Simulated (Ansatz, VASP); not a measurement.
# CdSe: VASP beside Ansatz

```xyz
4
Lattice="4.3891 0.0000 0.0000 -2.1945 3.8011 0.0000 0.0000 0.0000 7.1564" Properties=species:S:1:pos:R:3 pbc="T T T"
Cd    0.0000    2.5340    0.0297
Cd    2.1945    1.2670    3.6079
Se    0.0000    2.5340    2.7255
Se    2.1945    1.2670    6.3037
```

Alike in both runs: functional PBE; k mesh 6 × 6 × 4; occupations gaussian, width 0.05 eV; no spin polarisation.

Ansatz relaxed the structure, and its values are those at the end. VASP's run is a single point on that final structure, the one shown.

|  | VASP | Ansatz |
| --- | --- | --- |
| version | VASP 6.6.1 | Ansatz 0.2.0 |
| potentials or method | VASP PAW PBE potentials, release 64 (Cd, Se), cutoff 520 eV | scalar-relativistic, plane waves, PAW |
| valence electrons in the cell | 36 | 72 |

Ansatz gave:

| Quantity | Value |
| --- | --- |
| gap on the k mesh at the Fermi level (eV) | 0.54 |
| least direct gap on the mesh (eV) | 0.54 |
| pressure (GPa) | -0.1 |
| rms of the force components (eV/Å) | 0.012 |

Question: What did VASP give for the same quantities?

Answer: gap on the k mesh at the Fermi level (eV): 0.54; least direct gap on the mesh (eV): 0.54; pressure (GPa): 0.1; rms of the force components (eV/Å): 0.013.

VASP's potentials hold 36 valence electrons a cell and Ansatz's 72, so a difference there can come from the potentials and not from the codes.
